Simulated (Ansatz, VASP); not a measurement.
## Ir in VASP and in Ansatz

The input INCAR:

```
SYSTEM = Ir
PREC     = Accurate       ! precision mode
ENCUT    = 500            ! plane-wave cutoff, eV
EDIFF    = 1E-6           ! SCF threshold, eV
ISMEAR   = 0              ! smearing method
SIGMA    = 0.1            ! smearing width, eV
LREAL    = .False.        ! projectors in reciprocal space
LASPH    = .True.         ! aspherical terms in the spheres
NELM     = 120            ! most SCF steps
ALGO     = Normal         ! electronic algorithm
ISIF     = 2              ! what is computed and relaxed
LWAVE    = .False.        ! write WAVECAR
LCHARG   = .False.        ! write CHGCAR
GGA      = PE             ! functional
NBANDS   = 10             ! bands
GGA_COMPAT= .False.
```

The input KPOINTS:

```
regular mesh
0
Gamma
  6 6 6
  0 0 0
```

POSCAR

```
Ir
1.0
    0.0000000000      1.9269646676      1.9269646676
    1.9269646676      0.0000000000      1.9269646676
    1.9269646676      1.9269646676      0.0000000000
Ir
1
Direct
    0.0000000000      0.0000000000      0.0000000000
```

Input for Ansatz:

```yaml
crystal:
  lattice:
    - [0.0, 1.9269646676, 1.9269646676]
    - [1.9269646676, 0.0, 1.9269646676]
    - [1.9269646676, 1.9269646676, 0.0]
  atoms:
    - { symbol: Ir, position: [0.0, 0.0, 0.0] }
basis:
  ecutwfc: 420
kpoints:
  mp_grid: { grid: [6, 6, 6] }
hamiltonian:
  xc: pbe
scf:
  occupations: { method: gaussian, width: 0.1 }
output:
  forces: true
  stress: true
  eigenvalues: true
```

Alike in both runs: task single point; functional PBE; k mesh 6 × 6 × 6; occupations gaussian, width 0.1 eV; no spin polarisation.

|  | VASP | Ansatz |
| --- | --- | --- |
| version | VASP 6.6.1 | Ansatz 0.2.0 |
| potentials or method | VASP PAW PBE potentials, release 64 (Ir), cutoff 500 eV | scalar-relativistic, plane waves, PAW |
| valence electrons in the cell | 9 | 17 |

VASP gave:

```
gap on the k mesh at the Fermi level (eV) : none
pressure (GPa)                            : 5.9
```

Task: Which values does Ansatz return?

Result: gap on the k mesh at the Fermi level (eV): none; pressure (GPa): 5.4.

A gap of «none» marks a metal or a gap that the smearing closes. The functional is the same, so the differences come from potentials, cutoffs and numerics. VASP's potentials hold 9 valence electrons a cell and Ansatz's 17, so a difference there can come from the potentials and not from the codes.

The k mesh is coarse, so the values compare programs but aren't converged. Spin-orbit coupling is off throughout.
